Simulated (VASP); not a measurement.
The system is Nb2Te6Mo.

```
Nb Te Mo
1.0
     3.60998   -0.00954    0.01440
    -1.81325    3.06350    0.04411
     0.09003    0.37044   22.77392
Nb Te Mo
2 6 1
Direct
  0.00549 0.04271 0.84249
  0.97785 0.00429 0.16082
  0.63069 0.29700 0.07533
  0.70252 0.39238 0.41830
  0.62172 0.25142 0.75585
  0.33446 0.65252 0.91172
  0.39088 0.70709 0.24707
  0.32670 0.64172 0.58637
  0.00969 0.01087 0.50205
```

| Quantity | Value |
| --- | --- |
| Program | VASP 6.6.1 |
| Task | relaxation of cell and atoms |
| Functional | PBE |
| Potentials or basis | VASP PAW PBE potentials, release 64 (Nb_sv, Te, Mo_sv) |
| Cutoff | 600 eV |
| k mesh | 6 × 6 × 1 |
| Occupations | gaussian, width 0.2 eV |
| Spin | no spin polarisation |

At the start: pressure 2.7 GPa; volume 27.93 Å³/atom.

Where does the relaxation end?

Over 16 steps the energy falls by 148.0 meV/atom and the volume is 28.38 Å³/atom (+1.6 %); space group P1 (No. 1, to 0.1 Å) before and after.

The path:
| step | energy change (eV) | largest force (eV/Å) | pressure (GPa) | volume (Å³) |
| --- | --- | --- | --- | --- |
| 1 | 0.0000 | 4.3762 | 2.71 | 251.39 |
| 2 | -0.6441 | 1.9671 | -3.91 | 268.83 |
| 3 | -0.7871 | 1.1243 | -2.35 | 262.92 |
| 4 | -1.1289 | 1.0776 | 1.29 | 252.28 |
| 5 | -1.1289 | 1.0800 | 1.37 | 252.12 |
| 6 | -1.2665 | 0.5467 | -0.05 | 255.87 |
| 7 | -1.2681 | 0.5257 | -0.20 | 256.34 |
| 8 | -1.3059 | 0.2811 | -0.09 | 255.79 |
| 9 | -1.3066 | 0.2911 | -0.06 | 255.71 |
| 10 | -1.3264 | 0.1601 | 0.09 | 255.10 |
| 11 | -1.3290 | 0.1599 | 0.18 | 254.79 |
| 12 | -1.3307 | 0.0772 | -0.23 | 255.95 |
| 13 | -1.3311 | 0.0750 | -0.12 | 255.62 |
| 14 | -1.3317 | 0.0509 | 0.09 | 255.13 |
| 15 | -1.3317 | 0.0444 | 0.05 | 255.24 |
| 16 | -1.3320 | 0.0213 | 0.02 | 255.41 |

Final structure:
```cif
data_structure
_symmetry_space_group_name_H-M 'P 1'
_symmetry_Int_Tables_number 1
_cell_length_a 3.6219
_cell_length_b 3.6222
_cell_length_c 22.4834
_cell_angle_alpha 90.014
_cell_angle_beta 90.820
_cell_angle_gamma 120.003
_cell_volume 255.41
loop_
_atom_site_label
_atom_site_type_symbol
_atom_site_fract_x
_atom_site_fract_y
_atom_site_fract_z
_atom_site_occupancy
Nb1 Nb 0.98693 0.98244 0.83670 1
Nb2 Nb 0.00009 0.00293 0.16114 1
Te1 Te 0.65703 0.33133 0.07793 1
Te2 Te 0.66968 0.34287 0.42159 1
Te3 Te 0.64358 0.31016 0.75335 1
Te4 Te 0.33049 0.65448 0.91982 1
Te5 Te 0.34342 0.67447 0.24453 1
Te6 Te 0.35592 0.68659 0.58274 1
Mo1 Mo 0.01285 0.01474 0.50219 1
```
